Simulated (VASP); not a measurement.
Write the native input for VASP 6.6.1 that does the following.

| Item | Value |
| --- | --- |
| Task | relaxation of cell and atoms |
| Functional | PBEsol |
| Potentials or basis | VASP PAW PBE potentials, release 64 (Pb_d, Te) |
| Cutoff | 600 eV |
| k mesh | 7 × 7 × 7 |
| Occupations | fermi-dirac, width 0.05 eV |
| Spin | no spin polarisation |
| Target pressure | 20 GPa |
| Dipole correction | no |
| Further INCAR settings | ALGO = Normal; EDIFF = 1e-07; IBRION = 2; EDIFFG = -0.02; NSW = 80; ISIF = 3 |

The structure of TePb lies in POSCAR:

```
TePb
1.0
    0.0000000000      3.2310000000      3.2310000000
    3.2310000000      0.0000000000      3.2310000000
    3.2310000000      3.2310000000      0.0000000000
Pb Te
1 1
Direct
    0.0000000000      0.0000000000      0.0000000000
    0.5000000000      0.5000000000      0.5000000000
```

One way to write it, as run:

INCAR

```
SYSTEM = TePb
ALGO = Normal ; EDIFF = 1E-7
EDIFFG = -0.02 ; ENCUT = 600
GGA = PS ; IBRION = 2
ISIF = 3 ; ISMEAR = -1
LASPH = .True. ; LCHARG = .False.
LREAL = .False. ; LWAVE = .False.
NELM = 100 ; NSW = 80
PREC = Accurate ; PSTRESS = 200.0
SIGMA = 0.05
```

KPOINTS

```
k-points
0
Gamma
  7 7 7
  0 0 0
```

Potentials or basis: VASP PAW PBE potentials, release 64 (Pb_d, Te).

Launch:

```console
$ cat potpaw_PBE.64/Pb_d/POTCAR potpaw_PBE.64/Te/POTCAR > POTCAR
$ mpirun -np 1 vasp_std > vasp.out
```

Results of the run:

* Relaxed volume: 25.95 Å³/atom
* Relaxed cell: a = 4.187 Å, b = 4.187 Å, c = 4.187 Å, α = 60.00°, β = 60.00°, γ = 60.00°
* Space group after relaxing (to 0.05 Å): Fm-3m (No. 225)
* Energy change on relaxing (the enthalpy is what falls): +370.0 meV/atom
* Ionic steps: 5
* Pressure after relaxing: 20.0 GPa

Caveat: the cell is relaxed towards a set pressure, so the enthalpy falls and the energy may rise; the volume moved by over 15 % at a fixed basis, so the end points are rough; the PAW data sets were made with another functional, which shifts forces and pressure a little.

Run time: 4.4 min on 1 thread of Intel Xeon 8259CL, on a shared host, peak memory 0.27 GiB.
